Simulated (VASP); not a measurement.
# TiSi16 (a cell with a defect) in VASP: a series of runs

TiSi16 (a cell with a defect) is run at these levels: PBE+D3(BJ); tasks: single point.

Everything below comes from runs of VASP 6.6.1. Logs are shortened: lines on timing, memory, paths and dates and some standing lists are left out, and cuts for length are marked.

### 1 The cell of the first run

The cell holds a defect, 17 atoms: a = 7.679 Å, b = 7.679 Å, c = 7.679 Å, α = 60.00°, β = 60.00°, γ = 60.00°.

### 2 Single point, PBE+D3(BJ)

INCAR reads:

```
SYSTEM = TiSi16
ALGO = Normal
EDIFF = 1E-6
ENCUT = 520
GGA = PE
ISIF = 2
ISMEAR = 0
IVDW = 12
LASPH = .TRUE.
LCHARG = .FALSE.
LREAL = Auto
LWAVE = .FALSE.
NBANDS = 52
NELM = 80
PREC = Accurate
SIGMA = 0.05
```

KPOINTS reads:

```
k-points
0
G
  2 2 2
  0 0 0
```

POSCAR reads:

```
TiSi16
1.0
    0.0000000000      5.4300000000      5.4300000000
    5.4300000000      0.0000000000      5.4300000000
    5.4300000000      5.4300000000      0.0000000000
Si Ti
16 1
Direct
    0.0041038278      0.0039442572     -0.0124516666
    0.1284146203      0.1281167220      0.1214588274
    0.0042333982      0.0039479182      0.5037893170
    0.1248761188      0.1248522177      0.6249125586
   -0.0042585684      0.5012831016      0.0011255385
    0.1283182254      0.6215140815      0.1214859759
    0.0041435426      0.4875217420      0.5038592544
    0.1284264348      0.6215551181      0.6279417207
    0.5015607002     -0.0045980885      0.0011329546
    0.6216532423      0.1280855478      0.1215139707
    0.4875778310      0.0039774042      0.5038525420
    0.6217579314      0.1281310295      0.6279444714
    0.5014926729      0.5012691438      0.0011233135
    0.6251362315      0.6247913125      0.1245675532
    0.5015766154      0.5013061601      0.4951842404
    0.6217044822      0.6215934013      0.6279263873
    0.8749676937      0.8748485310      0.3748129408
```

Potentials or basis: VASP PAW PBE potentials, release 64 (Si, Ti_sv).

The run is started by

```console
$ cat potpaw_PBE.64/Si/POTCAR potpaw_PBE.64/Ti_sv/POTCAR > POTCAR
$ mpirun -np 1 vasp_std > vasp.out
```

OUTCAR:

```text
SYSTEM = TiSi16
   EDIFF = 1E-6
   ENCUT = 520
   GGA = PE
   ISIF = 2
   ISMEAR = 0
   IVDW = 12
   LASPH = .TRUE.
   LREAL = Auto
   NELM = 80
   PREC = Accurate
 IVDW          = 12

 ion  position               nearest neighbor table
   1  0.004  0.004  0.988-   4 2.27   2 2.40   6 2.40  10 2.40  17 2.43
   2  0.128  0.128  0.121-   9 2.34   5 2.34   3 2.40   1 2.40  17 2.75
   3  0.004  0.004  0.504-   4 2.27   2 2.40   8 2.40  12 2.40  17 2.43
   4  0.125  0.125  0.625-   1 2.27   7 2.27   3 2.27  11 2.27
   5  0.996  0.501  0.001-  14 2.32   6 2.34   2 2.34   8 2.34
   6  0.128  0.622  0.121-   5 2.34  13 2.34   7 2.40   1 2.40  17 2.75
   7  0.004  0.488  0.504-   4 2.27   6 2.40   8 2.40  16 2.40  17 2.43
   8  0.128  0.622  0.628-  15 2.34   5 2.34   3 2.40   7 2.40  17 2.75
   9  0.502  0.995  0.001-  14 2.32   2 2.34  10 2.34  12 2.34
  10  0.622  0.128  0.122-   9 2.34  13 2.34  11 2.40   1 2.40  17 2.75
  11  0.488  0.004  0.504-   4 2.27  10 2.40  16 2.40  12 2.40  17 2.43
  12  0.622  0.128  0.628-  15 2.34   9 2.34  11 2.40   3 2.40  17 2.75
  13  0.501  0.501  0.001-  14 2.32   6 2.34  10 2.34  16 2.34
  14  0.625  0.625  0.125-   5 2.32  13 2.32   9 2.32  15 2.32
  15  0.502  0.501  0.495-  14 2.32   8 2.34  16 2.34  12 2.34
  16  0.622  0.622  0.628-  15 2.34  13 2.34  11 2.40   7 2.40  17 2.75
  17  0.875  0.875  0.375-   1 2.43   7 2.43   3 2.43  11 2.43  12 2.75  16 2.75   8 2.75  10 2.75
                             6 2.75   2 2.75

  LATTYP: Found a face centered cubic cell.
 ALAT       =    10.8600000000

  Lattice vectors:

 A1 = (   0.0000000000,   5.4300000000,   5.4300000000)
 A2 = (   5.4300000000,   0.0000000000,   5.4300000000)
 A3 = (   5.4300000000,   5.4300000000,   0.0000000000)

Analysis of symmetry for initial positions (statically):
=====================================================================
 Subroutine PRICEL returns:
 Original cell was already a primitive cell.

 Routine SETGRP: Setting up the symmetry group for a
 face centered cubic supercell.

 Subroutine GETGRP returns: Found  1 space group operations
 (whereof  1 operations were pure point group operations)
 out of a pool of 48 trial point group operations.

The static configuration has the point symmetry C_1 .

Analysis of symmetry for dynamics (positions and initial velocities):
=====================================================================
 Subroutine PRICEL returns:
 Original cell was already a primitive cell.

 Routine SETGRP: Setting up the symmetry group for a
 face centered cubic supercell.

 Subroutine GETGRP returns: Found  1 space group operations
 (whereof  1 operations were pure point group operations)
 out of a pool of 48 trial point group operations.

The dynamic configuration has the point symmetry C_1 .

 Subroutine INISYM returns: Found  1 space group operations
 (whereof  1 operations are pure point group operations),
 and found     1 'primitive' translations

----------------------------------------------------------------------------------------

                                     Primitive cell

  volume of cell :     320.2060

  direct lattice vectors                    reciprocal lattice vectors
     0.000000000  5.430000000  5.430000000    -0.092081031  0.092081031  0.092081031
     5.430000000  0.000000000  5.430000000     0.092081031 -0.092081031  0.092081031
     5.430000000  5.430000000  0.000000000     0.092081031  0.092081031 -0.092081031

  length of vectors
     7.679179644  7.679179644  7.679179644     0.159489025  0.159489025  0.159489025

  position of ions in fractional coordinates (direct lattice)
     0.004103828  0.003944257  0.987548333
     0.128414620  0.128116722  0.121458827
     0.004233398  0.003947918  0.503789317
     0.124876119  0.124852218  0.624912559
     0.995741432  0.501283102  0.001125538
     0.128318225  0.621514082  0.121485976
[... 9 lines left out ...]
     0.621704482  0.621593401  0.627926387
     0.874967694  0.874848531  0.374812941

  ion indices of the primitive-cell ions
   primitive index   ion index
                 1           1
                 2           2
                 3           3
                 4           4
                 5           5
                 6           6
[... 9 lines left out ...]
                16          16
                17          17

----------------------------------------------------------------------------------------

 KPOINTS: k-points

Automatic generation of k-mesh.
 Grid dimensions read from file:
 generate k-points for:    2    2    2

 Generating k-lattice:

  Cartesian coordinates                     Fractional coordinates (reciprocal lattice)
    -0.046040516  0.046040516  0.046040516     0.500000000  0.000000000  0.000000000
     0.046040516 -0.046040516  0.046040516     0.000000000  0.500000000  0.000000000
     0.046040516  0.046040516 -0.046040516     0.000000000  0.000000000  0.500000000

  Length of vectors
     0.079744512  0.079744512  0.079744512

  Shift w.r.t. Gamma in fractional coordinates (k-lattice)
     0.000000000  0.000000000  0.000000000

 Subroutine IBZKPT returns following result:
 ===========================================

 Found      8 irreducible k-points:

 Following reciprocal coordinates:
            Coordinates               Weight
  0.000000  0.000000  0.000000      1.000000
  0.500000  0.000000  0.000000      1.000000
  0.000000  0.500000  0.000000      1.000000
  0.000000  0.000000  0.500000      1.000000
  0.500000  0.500000  0.500000      1.000000
  0.500000  0.500000  0.000000      1.000000
  0.000000  0.500000  0.500000      1.000000
  0.500000  0.000000  0.500000      1.000000
   k-points           NKPTS =      8   k-points in BZ     NKDIM =      8   number of bands    NBANDS=     52
   number of dos      NEDOS =    301   number of ions     NIONS =     17
   total plane-waves  NPLWV = 216000
   dimension x,y,z NGX =    60 NGY =   60 NGZ =   60
   dimension x,y,z NGXF=   120 NGYF=  120 NGZF=  120
   ions per type =              16   1
   NGX,Y,Z   is equivalent  to a cutoff of  12.99, 12.99, 12.99 a.u.
   NGXF,Y,Z  is equivalent  to a cutoff of  25.98, 25.98, 25.98 a.u.
 SYSTEM =  TiSi16
   PREC   = accura    normal or accurate (medium, high low for compatibility)
   ISTART =      0    job   : 0-new  1-cont  2-samecut
   ICHARG =      2    charge: 1-file 2-atom 10-const
   ISPIN  =      1    spin polarized calculation?
   LNONCOLLINEAR =      F non collinear calculations
   LSORBIT =      F    spin-orbit coupling
   LASPH  =      T    aspherical Exc in radial PAW
   ENCUT  =  520.0 eV  38.22 Ry    6.18 a.u.  14.28 14.28 14.28*2*pi/ulx,y,z
   NELM   =     80;   NELMIN=  2; NELMDL= -5     # of ELM steps
   EDIFF  = 0.1E-05   stopping-criterion for ELM
   LREAL  =      T    real-space projection
   EDIFFG = 0.1E-04   stopping-criterion for IOM
   NSW    =      0    number of steps for IOM
   IBRION =     -1    ionic relax: 0-MD 1-quasi-New 2-CG
   NFREE  =      0    steps in history (QN), initial steepest desc. (CG)
   ISIF   =      2    stress and relaxation
   ISYM   =      2    0-nonsym 1-usesym 2-fastsym
   POTIM  = 0.5000    time-step for ionic-motion
   TEBEG  =    0.0;   TEEND  =   0.0 temperature during run
   PSTRESS=    0.0 pullay stress
   NELECT =      76.0000    total number of electrons
   NUPDOWN=      -1.0000    fix difference up-down
   EMIN   =  10.00;   EMAX   =-10.00  energy-range for DOS
   EFERMI =   0.00;   METHOD = LEGACY
   ISMEAR =     0;   SIGMA  =   0.05  broadening in eV -4-tet -1-fermi 0-gaus
   EFERMI_NEDOS =   21; number of points for ismear=-14 and -15
   IALGO  =     38    algorithm
   IMIX   =      4    mixing-type and parameters
     AMIX     =   0.40;   BMIX     =  1.00
     AMIX_MAG =   1.60;   BMIX_MAG =  1.00
  volume/ion in A,a.u.               =      18.84       127.11
  Fermi-wavevector in a.u.,A,eV,Ry     =   1.013607  1.915439 13.978610  1.027399
  Thomas-Fermi vector in A             =   2.146786
   LORBIT       =      0    0 simple, 1 ext, 2 COOP (PROOUT), +10 PAW based schemes
   GGA     = PE    functional components
   LHFCALC =     F    Hartree Fock is set to
   AEXX    =    0.0000 exact exchange contribution
   IVDW    =    12    specifies the selected vdW correction
   LEPSILON=     F    determine dielectric tensor
   LRPA    =     F    only Hartree local field effects (RPA)
 non-spin polarized calculation
 Gauss-broadening in eV      SIGMA  =   0.05
  energy-cutoff  :      520.00
  volume of cell :      320.21
 maximum number of plane-waves:      8646
 NGX is ok and might be reduce to    60
   NGX = 29   NGY = 29   NGZ = 29

 number of electron      75.9999998 magnetization

 Free energy of the ion-electron system (eV)
  ---------------------------------------------------
  ext. energy  EPLUGINS =         0.00000000
  ---------------------------------------------------
  free energy    TOTEN  =       -92.21370519 eV

  energy without entropy =      -92.18896074  energy(sigma->0) =      -92.20133297

 E-fermi :   6.9300     XC(G=0):  -9.7515

 val. band max:        6.8927241206   @ k =   0.0000   0.5000   0.5000
 cond. band min:       6.9609466832   @ k =   0.0000   0.5000   0.0000
 fundamental gap:      0.0682225626
 Fermi energy:         6.9299910790

 k-point     1 :       0.0000    0.0000    0.0000
  band No.  band energies     occupation
      1     -49.8789      2.00000
      2     -26.2521      2.00000
      3     -26.2516      2.00000
      4     -26.2509      2.00000
      5      -5.7210      2.00000
      6      -3.5133      2.00000
[... 42 lines left out ...]
     49       8.1712      0.00000
     50       8.4830      0.00000

 k-point     2 :       0.5000    0.0000    0.0000
  band No.  band energies     occupation
      1     -49.8789      2.00000
      2     -26.2521      2.00000
      3     -26.2516      2.00000
      4     -26.2509      2.00000
      5      -5.0136      2.00000
      6      -4.8014      2.00000
[... 310 lines left out ...]
 k-point     8 :       0.5000    0.0000    0.5000
  band No.  band energies     occupation
      1     -49.8789      2.00000
      2     -26.2521      2.00000
      3     -26.2516      2.00000
      4     -26.2509      2.00000
      5      -4.6921      2.00000
      6      -4.6030      2.00000
[... 42 lines left out ...]
     49       9.8747      0.00000
     50      10.5384      0.00000
 [bands above 50 left out]

------------------------ aborting loop because EDIFF is reached ----------------------------------------

 Edisp (eV)   -5.83782

 E8    (eV) :    -2.4422

  FORCE on cell =-STRESS in cart. coord.  units (eV):
  Direction    XX          YY          ZZ          XY          YZ          ZX
  --------------------------------------------------------------------------------------
  -------------------------------------------------------------------------------------
  Total       1.88873     1.87060     1.86732     0.00885     0.01292     0.01140
  in kB       9.45042     9.35972     9.34328     0.04428     0.06467     0.05706
  external pressure =        9.38 kB  Pullay stress =        0.00 kB

 VOLUME and BASIS-vectors are now :
 -----------------------------------------------------------------------------
  energy-cutoff  :      520.00
  volume of cell :      320.21
      direct lattice vectors                 reciprocal lattice vectors
     0.000000000  5.430000000  5.430000000    -0.092081031  0.092081031  0.092081031
     5.430000000  0.000000000  5.430000000     0.092081031 -0.092081031  0.092081031
     5.430000000  5.430000000  0.000000000     0.092081031  0.092081031 -0.092081031

 POSITION                                       TOTAL-FORCE (eV/Angst)
 -----------------------------------------------------------------------------------
      5.38380      5.38467      0.04370        -0.003070     -0.002882      0.003768
      1.35520      1.35681      1.39297         0.000840     -0.000037     -0.000250
      2.75701      2.75856      0.04442         0.002450      0.001808      0.001743
      4.07122      4.07135      1.35602         0.001688      0.001268      0.001588
      2.72808      5.41299      8.12884         0.002306     -0.002276     -0.001995
      4.03449      1.35644      4.07159         0.000996      0.000286      0.000233
[... 9 lines left out ...]
      6.78489      6.78550      6.75111         0.000750      0.000997      0.000795
      6.78566      6.78631      9.50150        -0.009487     -0.004233     -0.004974
 -----------------------------------------------------------------------------------
    total drift:                               -0.002584     -0.001208     -0.002485

  FREE ENERGIE OF THE ION-ELECTRON SYSTEM (eV)
  ---------------------------------------------------
  free  energy   TOTEN  =       -98.0515228831 eV

  energy  without entropy=      -98.0267784277  energy(sigma->0) =      -98.03915066
```

Wall time 4 min (1 thread of Intel Xeon Platinum 8488C (Sapphire Rapids), shared host); peak memory 0.49 GiB.

Results:

* Free energy: -98.0515 eV
* Pressure: 0.9 GPa
* Largest force: 0.012 eV/Å
* Band gap on the k mesh: zero (bands 38 and 39 overlap by 0.43 eV)
* Dispersion energy per atom: -0.343 eV

Forces in eV/Å, atoms in the order of the input:
```
Si  -0.003 -0.003  0.004
Si   0.001  0.000  0.000
Si   0.002  0.002  0.002
Si   0.002  0.001  0.002
Si   0.002 -0.002 -0.002
Si   0.001  0.000  0.000
Si  -0.003  0.004 -0.003
Si   0.001  0.000  0.000
Si  -0.003  0.003 -0.002
Si   0.001  0.001  0.001
Si   0.003 -0.004 -0.003
Si   0.000  0.000  0.000
Si   0.003  0.003  0.002
Si   0.003  0.002  0.000
Si  -0.002 -0.003  0.003
Si   0.001  0.001  0.001
Ti  -0.009 -0.004 -0.005
```

Caveat: the k points lie up to 0.50 Å⁻¹ apart.

(Part 1 of 3 ends here.)

The gap in the log of VASP goes by the Fermi energy; the results here count the filled bands.